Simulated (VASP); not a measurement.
# Ca in VASP: settings compared

The runs below take Ca through single point, with PBEsol, r2SCAN.

Everything below comes from runs of VASP 6.6.1. Logs are shortened: lines on timing, memory, paths and dates and some standing lists are left out, and cuts for length are marked.

### 1 The cell of the first run

The structure is cubic, space group Im-3m (No. 229). The conventional cell has a = 4.480 Å, b = 4.480 Å, c = 4.480 Å, α = 90.00°, β = 90.00°, γ = 90.00°. Within 5.1 Å of Ca (site symmetry m-3m) lie 14 Ca at 3.88 to 4.48 Å.

### 2 Single point, PBEsol

The input, INCAR:

```
SYSTEM = Ca
PREC = Accurate
ENCUT = 520
EDIFF = 1E-7
ISMEAR = 0
SIGMA = 0.1
LREAL = .False.
LASPH = .True.
NELM = 100
ALGO = Normal
ISIF = 2
LWAVE = .False.
LCHARG = .False.
GGA = PS
NBANDS = 11
```

The input, KPOINTS:

```
regular mesh
0
Gamma
  6 6 6
  0 0 0
```

The input, POSCAR:

```
Ca
1.0
   -2.2400000000      2.2400000000      2.2400000000
    2.2400000000     -2.2400000000      2.2400000000
    2.2400000000      2.2400000000     -2.2400000000
Ca
1
Direct
    0.0000000000      0.0000000000      0.0000000000
```

Potentials or basis: VASP PAW PBE potentials, release 64 (Ca_sv).

Launch:

```
$ cat potpaw_PBE.64/Ca_sv/POTCAR > POTCAR
$ mpirun -np 1 vasp_std > vasp.out
```

OUTCAR:

```text
SYSTEM = Ca
   PREC = Accurate
   ENCUT = 520
   EDIFF = 1E-7
   ISMEAR = 0
   LREAL = .False.
   LASPH = .True.
   NELM = 100
   ISIF = 2
   GGA = PS

 ion  position               nearest neighbor table
   1  0.000  0.000  0.000-

  LATTYP: Found a body centered cubic cell.
 ALAT       =     4.4800000000

  Lattice vectors:

 A1 = (  -2.2400000000,   2.2400000000,   2.2400000000)
 A2 = (   2.2400000000,  -2.2400000000,   2.2400000000)
 A3 = (   2.2400000000,   2.2400000000,  -2.2400000000)

Analysis of symmetry for initial positions (statically):
=====================================================================
 Subroutine PRICEL returns:
 Original cell was already a primitive cell.

 Routine SETGRP: Setting up the symmetry group for a
 body centered cubic supercell.

 Subroutine GETGRP returns: Found 48 space group operations
 (whereof 48 operations were pure point group operations)
 out of a pool of 48 trial point group operations.

The static configuration has the point symmetry O_h .

Analysis of symmetry for dynamics (positions and initial velocities):
=====================================================================
 Subroutine PRICEL returns:
 Original cell was already a primitive cell.

 Routine SETGRP: Setting up the symmetry group for a
 body centered cubic supercell.

 Subroutine GETGRP returns: Found 48 space group operations
 (whereof 48 operations were pure point group operations)
 out of a pool of 48 trial point group operations.

The dynamic configuration has the point symmetry O_h .

 Subroutine INISYM returns: Found 48 space group operations
 (whereof 48 operations are pure point group operations),
 and found     1 'primitive' translations

----------------------------------------------------------------------------------------

                                     Primitive cell

  volume of cell :      44.9577

  direct lattice vectors                    reciprocal lattice vectors
    -2.240000000  2.240000000  2.240000000     0.000000000  0.223214286  0.223214286
     2.240000000 -2.240000000  2.240000000     0.223214286  0.000000000  0.223214286
     2.240000000  2.240000000 -2.240000000     0.223214286  0.223214286  0.000000000

  length of vectors
     3.879793809  3.879793809  3.879793809     0.315672670  0.315672670  0.315672670

  position of ions in fractional coordinates (direct lattice)
     0.000000000  0.000000000  0.000000000

  ion indices of the primitive-cell ions
   primitive index   ion index
                 1           1

----------------------------------------------------------------------------------------

 KPOINTS: regular mesh

Automatic generation of k-mesh.
 Grid dimensions read from file:
 generate k-points for:    6    6    6

 Generating k-lattice:

  Cartesian coordinates                     Fractional coordinates (reciprocal lattice)
     0.000000000  0.037202381  0.037202381     0.166666667  0.000000000  0.000000000
     0.037202381  0.000000000  0.037202381     0.000000000  0.166666667  0.000000000
     0.037202381  0.037202381  0.000000000     0.000000000  0.000000000  0.166666667

  Length of vectors
     0.052612112  0.052612112  0.052612112

  Shift w.r.t. Gamma in fractional coordinates (k-lattice)
     0.000000000  0.000000000  0.000000000

 Subroutine IBZKPT returns following result:
 ===========================================

 Found     16 irreducible k-points:

 Following reciprocal coordinates:
            Coordinates               Weight
  0.000000  0.000000  0.000000      1.000000
  0.166667  0.000000  0.000000     12.000000
  0.333333  0.000000  0.000000     12.000000
  0.500000  0.000000  0.000000      6.000000
  0.166667  0.166667  0.000000     24.000000
  0.333333  0.166667  0.000000     48.000000
[... 8 lines left out ...]
  0.500000  0.500000  0.333333     12.000000
  0.500000  0.500000  0.500000      1.000000
   k-points           NKPTS =     16   k-points in BZ     NKDIM =     16   number of bands    NBANDS=     11
   number of dos      NEDOS =    301   number of ions     NIONS =      1
   total plane-waves  NPLWV =  27000
   dimension x,y,z NGX =    30 NGY =   30 NGZ =   30
   dimension x,y,z NGXF=    60 NGYF=   60 NGZF=   60
   ions per type =               1
   NGX,Y,Z   is equivalent  to a cutoff of  12.85, 12.85, 12.85 a.u.
   NGXF,Y,Z  is equivalent  to a cutoff of  25.71, 25.71, 25.71 a.u.
 SYSTEM =  Ca
   PREC   = accura    normal or accurate (medium, high low for compatibility)
   ISTART =      0    job   : 0-new  1-cont  2-samecut
   ICHARG =      2    charge: 1-file 2-atom 10-const
   ISPIN  =      1    spin polarized calculation?
   LNONCOLLINEAR =      F non collinear calculations
   LSORBIT =      F    spin-orbit coupling
   LASPH  =      T    aspherical Exc in radial PAW
   ENCUT  =  520.0 eV  38.22 Ry    6.18 a.u.   7.21  7.21  7.21*2*pi/ulx,y,z
   NELM   =    100;   NELMIN=  2; NELMDL= -5     # of ELM steps
   EDIFF  = 0.1E-06   stopping-criterion for ELM
[... 30 lines left out ...]
 non-spin polarized calculation
 Gauss-broadening in eV      SIGMA  =   0.10
  energy-cutoff  :      520.00
  volume of cell :       44.96
 maximum number of plane-waves:      1264
 NGX is ok and might be reduce to    30
   NGX = 15   NGY = 15   NGZ = 15

 number of electron      10.0000001 magnetization

 Free energy of the ion-electron system (eV)
  ---------------------------------------------------
  ext. energy  EPLUGINS =         0.00000000
  ---------------------------------------------------
  free energy    TOTEN  =        -2.09559873 eV

  energy without entropy =       -2.08554206  energy(sigma->0) =       -2.09057039

 E-fermi :   1.7076     XC(G=0):  -7.6142

 val. band max:        1.6454088577   @ k =   0.5000   0.5000   0.1667
 cond. band min:       1.7338426478   @ k =   0.5000   0.5000   0.3333
 fundamental gap:      0.0884337901
 Fermi energy:         1.7075837085

 k-point     1 :       0.0000    0.0000    0.0000
  band No.  band energies     occupation
      1     -40.3606      2.00000
      2     -21.3562      2.00000
      3     -21.3562      2.00000
      4     -21.3562      2.00000
      5      -2.2657      2.00000
      6       3.8777      0.00000
      7       3.8777      0.00000
      8       3.8777      0.00000
      9       4.8767      0.00000
     10       4.8767      0.00000
     11      11.5956      0.00000

 k-point     2 :       0.1667    0.0000    0.0000
  band No.  band energies     occupation
      1     -40.3578      2.00000
      2     -21.3847      2.00000
      3     -21.3658      2.00000
      4     -21.3561      2.00000
      5      -1.7958      2.00000
      6       3.6183      0.00000
      7       3.6210      0.00000
      8       4.2234      0.00000
      9       4.6852      0.00000
     10       4.8938      0.00000
     11      10.4658      0.00000

 k-point     3 :       0.3333    0.0000    0.0000
  band No.  band energies     occupation
      1     -40.3522      2.00000
      2     -21.4411      2.00000
      3     -21.3851      2.00000
      4     -21.3559      2.00000
      5      -0.5181      2.00000
      6       2.6534      0.00000
      7       3.1806      0.00000
      8       4.7669      0.00000
      9       5.0094      0.00000
     10       5.1267      0.00000
     11       7.8035      0.00000

 k-point     4 :       0.5000    0.0000    0.0000
  band No.  band energies     occupation
      1     -40.3494      2.00000
      2     -21.4689      2.00000
      3     -21.3947      2.00000
      4     -21.3558      2.00000
      5       0.8099      2.00000
      6       1.6230      1.76859
      7       2.9873      0.00000
      8       4.7646      0.00000
      9       5.1229      0.00000
     10       5.8232      0.00000
     11       6.6726      0.00000
[... 127 lines left out ...]
 k-point    14 :      -0.3333    0.3333    0.3333
  band No.  band energies     occupation
      1     -40.3452      2.00000
      2     -21.4306      2.00000
      3     -21.4170      2.00000
      4     -21.4170      2.00000
      5       0.8651      2.00000
      6       2.4099      0.00000
      7       4.0241      0.00000
      8       4.0241      0.00000
      9       4.6496      0.00000
     10       5.1283      0.00000
     11       8.0007      0.00000

 k-point    15 :       0.5000    0.5000    0.3333
  band No.  band energies     occupation
      1     -40.3428      2.00000
      2     -21.4460      2.00000
      3     -21.4275      2.00000
      4     -21.4180      2.00000
      5       1.7338      0.71037
      6       1.8659      0.02512
      7       3.9277      0.00000
      8       4.1895      0.00000
      9       5.3692      0.00000
     10       5.6655      0.00000
     11       6.3344      0.00000

 k-point    16 :       0.5000    0.5000    0.5000
  band No.  band energies     occupation
      1     -40.3407      2.00000
      2     -21.4385      2.00000
      3     -21.4385      2.00000
      4     -21.4385      2.00000
      5       1.8040      0.17288
      6       1.8040      0.17288
      7       5.3554      0.00000
      8       5.3554      0.00000
      9       5.3554      0.00000
     10       5.6145      0.00000
     11       5.6145      0.00000

------------------------ aborting loop because EDIFF is reached ----------------------------------------

  FORCE on cell =-STRESS in cart. coord.  units (eV):
  Direction    XX          YY          ZZ          XY          YZ          ZX
  --------------------------------------------------------------------------------------
  -------------------------------------------------------------------------------------
  Total       -0.4101714     -0.4101714     -0.4101714      0.0000000     -0.0000000      0.0000000
  in kB      -14.6174606    -14.6174606    -14.6174606      0.0000000     -0.0000000      0.0000000
  external PRESSURE =     -14.6174606 kB  Pullay stress =       0.0000000 kB

 VOLUME and BASIS-vectors are now :
 -----------------------------------------------------------------------------
  energy-cutoff  :      520.00
  volume of cell :       44.96
      direct lattice vectors                 reciprocal lattice vectors
    -2.240000000  2.240000000  2.240000000     0.000000000  0.223214286  0.223214286
     2.240000000 -2.240000000  2.240000000     0.223214286  0.000000000  0.223214286
     2.240000000  2.240000000 -2.240000000     0.223214286  0.223214286  0.000000000

 POSITION                                       TOTAL-FORCE (eV/Angst)
 -----------------------------------------------------------------------------------
      0.00000      0.00000      0.00000         0.000000      0.000000     -0.000000
 -----------------------------------------------------------------------------------
    total drift:                               -0.000000     -0.000000      0.000000

  FREE ENERGIE OF THE ION-ELECTRON SYSTEM (eV)
  ---------------------------------------------------
  free  energy   TOTEN  =        -2.0955987295 eV

  energy  without entropy=       -2.0855420599  energy(sigma->0) =       -2.09057039
```

Run time: 10 s. Hardware: 1 thread of Intel Xeon Platinum 8259CL at 2.50GHz (Skylake/Cascade Lake), shared host; peak memory 0.16 GiB.

Results:

```
Free energy            : -2.0956 eV
Pressure               : -1.5 GPa
Band gap on the k mesh : zero (band 5 reaches 1.86 eV, above the bottom of band 6 at 1.62 eV)
```

Levels at points of the mesh, in eV from the Fermi level:
| k point | band 2 | band 3 | band 4 | band 5 | band 6 | band 7 | band 8 | band 9 |
| --- | --- | --- | --- | --- | --- | --- | --- | --- |
| (0.00, 0.00, 0.00) | -23.06 | -23.06 | -23.06 | -3.97 | 2.17 | 2.17 | 2.17 | 3.17 |
| (0.50, 0.00, 0.00) | -23.18 | -23.10 | -23.06 | -0.90 | -0.08 | 1.28 | 3.06 | 3.42 |
| (0.50, 0.50, 0.50) | -23.15 | -23.15 | -23.15 | 0.10 | 0.10 | 3.65 | 3.65 | 3.65 |

Caveat: the PAW data sets were made with another functional, which shifts forces and pressure a little.

### 3 Single point, r2SCAN (functional r2SCAN, strained)

The input, POSCAR:

```
Ca
1.0
   -2.2623104000      2.2623104000      2.2623104000
    2.2623104000     -2.2623104000      2.2623104000
    2.2623104000      2.2623104000     -2.2623104000
Ca
1
Direct
    0.0000000000      0.0000000000      0.0000000000
```

The input, INCAR.step1:

```
PREC     = Accurate       # precision mode
ENCUT    = 520            # plane-wave cutoff, eV
ISMEAR   = 0              # smearing method
SIGMA    = 0.1            # smearing width, eV
LREAL    = F              # projectors in reciprocal space
LASPH    = T              # aspherical terms in the spheres
NELM     = 60             # most SCF steps
NBANDS   = 11             # bands
GGA      = PE             # functional
ALGO     = Normal         # electronic algorithm
EDIFF    = 1E-4           # SCF threshold, eV
LWAVE    = T              # write WAVECAR
LCHARG   = F              # write CHGCAR
```

The input, INCAR.step2:

```
PREC     = Accurate       # precision mode
ENCUT    = 520            # plane-wave cutoff, eV
EDIFF    = 1E-6           # SCF threshold, eV
ISMEAR   = 0              # smearing method
SIGMA    = 0.1            # smearing width, eV
LREAL    = F              # projectors in reciprocal space
LASPH    = T              # aspherical terms in the spheres
NELM     = 60             # most SCF steps
ALGO     = Normal         # electronic algorithm
ISIF     = 2              # what is computed and relaxed
LWAVE    = F              # write WAVECAR
LCHARG   = F              # write CHGCAR
METAGGA  = R2SCAN         # meta-GGA
LMIXTAU  = T            
NBANDS   = 11             # bands
ISTART   = 1
```

The input, KPOINTS:

```
Automatic mesh
0
Gamma
  14 14 14
```

Potentials or basis: VASP PAW PBE potentials, release 64 (Ca_sv).

Launch:

```
$ cat potpaw_PBE.64/Ca_sv/POTCAR > POTCAR
$ cp INCAR.step1 INCAR
$ mpirun -np 1 vasp_std > vasp.out
$ cp INCAR.step2 INCAR
$ mpirun -np 1 vasp_std > vasp.out
```

It took 99 s on 1 thread of Intel Xeon Platinum 8559C (Emerald Rapids), shared host; peak memory 0.2 GiB.

It converged, with:

- Free energy: -7.0106 eV
- Pressure: -1.1 GPa
- Band gap on the k mesh: zero (band 5 reaches 1.93 eV, above the bottom of band 6 at 1.48 eV)

Levels at points of the mesh, in eV from the Fermi level:
```
           k point  band 1  band 2  band 3  band 4  band 5  band 6  band 7  band 8  band 9  band 10
(0.00, 0.00, 0.00)  -44.06  -24.10  -24.10  -24.10   -4.15    2.53    2.53    2.53    3.53     3.53
(0.50, 0.00, 0.00)  -44.05  -24.20  -24.13  -24.10   -0.81   -0.20    1.58    3.43    3.79     4.49
(0.50, 0.50, 0.50)  -44.04  -24.17  -24.17  -24.17    0.24    0.24    3.81    3.81    3.81     4.28
```

Caveat: the cell differs from its parent crystal (functional r2SCAN, strained); the PAW data sets were made with another functional, which shifts forces and pressure a little.

### 4 Single point, r2SCAN (functional r2SCAN, strained)

The input, POSCAR:

```
Ca
1.0
   -2.3439136000      2.3439136000      2.3439136000
    2.3439136000     -2.3439136000      2.3439136000
    2.3439136000      2.3439136000     -2.3439136000
Ca
1
Direct
    0.0000000000      0.0000000000      0.0000000000
```

The input, INCAR.step1:

```
PREC = Accurate ; ENCUT = 520
ISMEAR = 0 ; SIGMA = 0.1
LREAL = False ; LASPH = True
NELM = 60 ; NBANDS = 11
GGA = PE ; ALGO = Normal
EDIFF = 1E-4 ; LWAVE = True
LCHARG = False
```

The input, INCAR.step2:

```
PREC = Accurate ; ENCUT = 520
EDIFF = 1E-6 ; ISMEAR = 0
SIGMA = 0.1 ; LREAL = False
LASPH = True ; NELM = 60
ALGO = Normal ; ISIF = 2
LWAVE = False ; LCHARG = False
METAGGA = R2SCAN ; LMIXTAU = True
NBANDS = 11 ; ISTART = 1
```

KPOINTS is that of step 3.

Launch:

```
$ cat potpaw_PBE.64/Ca_sv/POTCAR > POTCAR
$ cp INCAR.step1 INCAR
$ mpirun -np 1 vasp_std > vasp.out
$ cp INCAR.step2 INCAR
$ mpirun -np 1 vasp_std > vasp.out
```

Run time: 1.9 min. Hardware: 1 thread of Intel Xeon Platinum 8559C (Emerald Rapids), shared host; peak memory 0.2 GiB.

The run converged. Its results:

```
Free energy            : -6.9564 eV
Pressure               : -2.3 GPa
Band gap on the k mesh : zero (band 5 reaches 1.65 eV, above the bottom of band 6 at 1.05 eV)
```

Levels at points of the mesh, in eV from the Fermi level:
```csv
k point,band 1,band 2,band 3,band 4,band 5,band 6,band 7,band 8,band 9,band 10
"(0.00, 0.00, 0.00)",-44.32,-24.36,-24.36,-24.36,-3.95,2.37,2.37,2.37,3.27,3.27
"(0.50, 0.00, 0.00)",-44.32,-24.43,-24.39,-24.36,-0.76,-0.25,1.53,3.16,3.49,4.10
"(0.50, 0.50, 0.50)",-44.31,-24.41,-24.41,-24.41,0.34,0.34,3.44,3.44,3.44,3.92
```

Caveat: the cell differs from its parent crystal (functional r2SCAN, strained); the PAW data sets were made with another functional, which shifts forces and pressure a little.

### 5 Single point, PBEsol (the cell strained at random)

The input, INCAR:

```
SYSTEM = Ca
ALGO = Normal ; EDIFF = 1E-7
ENCUT = 520 ; GGA = PS
ISIF = 2 ; ISMEAR = 0
LASPH = .TRUE. ; LCHARG = .FALSE.
LREAL = .FALSE. ; LWAVE = .FALSE.
NBANDS = 11 ; NELM = 100
PREC = Accurate ; SIGMA = 0.1
```

The input, KPOINTS:

```
k-points
0
G
  12 12 12
  0 0 0
```

The input, POSCAR:

```
Ca
1.0
   -2.3268224000      2.3220064000      2.3643648000
    2.3330496000     -2.3291296000      2.3777152000
    2.3461760000      2.3484832000     -2.3714880000
Ca
1
Direct
    0.0000000000      0.0000000000      0.0000000000
```

Launch:

```
$ cat potpaw_PBE.64/Ca_sv/POTCAR > POTCAR
$ mpirun -np 1 vasp_std > vasp.out
```

Wall time 3.5 min (1 thread of AMD EPYC 9R14 (Zen 4), shared host); peak memory 0.54 GiB.

Results (log left out):

```
Free energy            : -2.0007 eV
Pressure               : -2.9 GPa
Band gap on the k mesh : zero (band 5 reaches 1.51 eV, above the bottom of band 6 at 1.03 eV)
```

Stress tensor (GPa, compression positive):
```
-2.90 -0.07 -0.02
-0.07 -2.89  0.03
-0.02  0.03 -2.90
```

Levels at points of the mesh, in eV from the Fermi level:
```tsv
k point	band 1	band 2	band 3	band 4	band 5	band 6	band 7	band 8	band 9	band 10
(0.00, 0.00, 0.00)	-42.39	-23.40	-23.40	-23.40	-3.71	1.94	1.98	2.01	2.80	2.87
(0.50, 0.00, 0.00)	-42.39	-23.46	-23.42	-23.40	-0.83	-0.15	1.25	2.69	3.02	3.61
(0.00, 0.50, 0.00)	-42.39	-23.46	-23.42	-23.40	-0.85	-0.17	1.25	2.69	3.03	3.60
(0.50, 0.50, 0.00)	-42.39	-23.46	-23.42	-23.40	-0.78	-0.10	1.19	2.73	3.03	3.62
(0.00, 0.00, 0.50)	-42.39	-23.46	-23.42	-23.40	-0.83	-0.15	1.18	2.76	3.06	3.61
(0.50, 0.00, 0.50)	-42.39	-23.46	-23.42	-23.40	-0.84	-0.16	1.26	2.68	3.02	3.61
(0.00, 0.50, 0.50)	-42.39	-23.46	-23.42	-23.40	-0.85	-0.17	1.24	2.70	3.03	3.60
(0.50, 0.50, 0.50)	-42.38	-23.45	-23.45	-23.44	0.21	0.24	3.04	3.22	3.25	3.43
```

Caveat: the cell differs from its parent crystal (the cell strained at random); the PAW data sets were made with another functional, which shifts forces and pressure a little.

### 6 Summary

| level | cell | k mesh | gap on the mesh (eV) | pressure (GPa) |
| --- | --- | --- | --- | --- |
| PBEsol | a = 3.880 Å, angles 109.5°, 1 atom | 6 × 6 × 6 | none | -1.5 |
| r2SCAN | a = 3.918 Å, angles 109.5°, 1 atom | 14 × 14 × 14 | none | -1.1 |
| r2SCAN | a = 4.060 Å, angles 109.5°, 1 atom | 14 × 14 × 14 | none | -2.3 |
| PBEsol | a = 4.049, b = 4.065, c = 4.080 Å, angles 109.9, 109.9, 108.5°, 1 atom | 12 × 12 × 12 | none | -2.9 |

Alike in all rows: task single point; potentials or basis VASP PAW PBE potentials, release 64 (Ca_sv); no spin polarisation; cutoff (eV) 520; smearing gaussian 0.1 eV.

Caveats: the PAW data sets were made with another functional, which shifts forces and pressure a little.

Absolute energies hang on the potentials; compare differences alone.
